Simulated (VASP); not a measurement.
Here is a VASP 6.6.1 calculation.

INCAR

```
  PREC = Accurate
  ENCUT = 520
  EDIFF = 1E-6
  ISMEAR = 0
  SIGMA = 0.15
  LREAL = False
  LASPH = True
  NELM = 80
  ALGO = Normal
  ISIF = 2
  LWAVE = False
  LCHARG = False
  NBANDS = 16
```

KPOINTS

```
Automatic mesh
0
Gamma
  18 18 10
```

The input POSCAR:

```
Ir
1.0
    2.8315000000      0.0000000000      0.0000000000
   -1.4157500000      2.4521509308      0.0000000000
    0.0000000000      0.0000000000      4.4593000000
Ir
2
Direct
    0.6666666667      0.3333333333      0.7500000000
    0.3333333333      0.6666666667      0.2500000000
```

Potentials or basis: VASP PAW LDA potentials, release 64 (Ir).

The run is started by

```sh
$ cat potpaw_LDA.64/Ir/POTCAR > POTCAR
$ mpirun -np 1 vasp_std > vasp.out
```

(1) What does it give for the pressure?

(2) Predict the band gap on the k mesh.

Answers

(1) -30.8 GPa.

(2) zero (bands 9 and 10 overlap by 2.89 eV).

Caveat: the cell stands under tension; spin-orbit coupling is left out, which moves the levels of the heavy elements.
